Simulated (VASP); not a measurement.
Runs of VASP 6.6.1 on BN. The structure is cubic, space group F-43m (No. 216). The conventional cell has a = 3.615 Å, b = 3.615 Å, c = 3.615 Å, α = 90.00°, β = 90.00°, γ = 90.00°. Within 2.1 Å of B (site symmetry -43m) lie 4 N at 1.57 Å. Within 2.1 Å of N (site symmetry -43m) lie 4 B at 1.57 Å. 

```tsv
k mesh	gap on the mesh (eV)	pressure (GPa)
4 × 4 × 4	4.44	3.7
11 × 11 × 11	4.56	3.0
6 × 6 × 6	4.46	(a)
8 × 8 × 8	4.46	3.0
```

Alike in all rows: task single point; level PBE; potentials or basis VASP PAW PBE potentials, release 64 (B, N); no spin polarisation; cell as given; cutoff (eV) 600; smearing methfessel-paxton 0.02 eV.

Estimate the missing entries.

(a) 3.1.

Caveats: some runs use coarse meshes; the cell stands under pressure (at least some runs); an odd mesh through Γ misses points on the zone boundary, where band edges can lie (at least some runs).
